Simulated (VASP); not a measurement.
Wanted: the native input for a VASP 6.6.1 run.

```
Task                   : single point
Functional             : PBEsol
Potentials or basis    : VASP PAW PBE potentials, release 64 (Ga_d, N)
Cutoff                 : 520 eV
k mesh                 : 10 × 10 × 10
Occupations            : fermi-dirac, width 0.02 eV
Spin                   : no spin polarisation
Dipole correction      : no
Further INCAR settings : ALGO = Normal; EDIFF = 1e-06; NBANDS = 16
```

The structure of GaN lies in POSCAR:

```
GaN
1.0
    0.0000000000      1.9925000000      2.0124250000
    1.9925000000      0.0000000000      2.0124250000
    1.9925000000      1.9925000000      0.0000000000
Ga N
1 1
Direct
    0.5000000000      0.5000000000      0.5000000000
    0.0000000000      0.0000000000      0.0000000000
```

This cell differs from its parent crystal: zz strain of +1 %.

One way to write it, as run:

INCAR

```
SYSTEM = GaN
ALGO = Normal ; EDIFF = 1E-6
ENCUT = 520 ; GGA = PS
ISIF = 2 ; ISMEAR = -1
LASPH = .True. ; LCHARG = .True.
LELF = .True. ; LREAL = .False.
LVHAR = .True. ; LWAVE = .False.
NBANDS = 16 ; NELM = 60
PREC = Accurate ; SIGMA = 0.02
```

KPOINTS

```
k-points
0
Gamma
  10 10 10
  0 0 0
```

Potentials or basis: VASP PAW PBE potentials, release 64 (Ga_d, N).

Run with:

```sh
$ cat potpaw_PBE.64/Ga_d/POTCAR potpaw_PBE.64/N/POTCAR > POTCAR
$ mpirun -np 1 vasp_std > vasp.out
```

It gave:

```json
{"Pressure": "54.8 GPa", "Band gap on the k mesh": "1.58 eV, indirect (least direct gap 5.01 eV)"}
```

Caveat: the cell differs from its parent crystal (zz strain of +1 %); the PAW data sets were made with another functional, which shifts forces and pressure a little.

Run time: 46 s on 1 thread of Intel Xeon 8259CL, with other jobs on the host, peak memory 0.16 GiB.
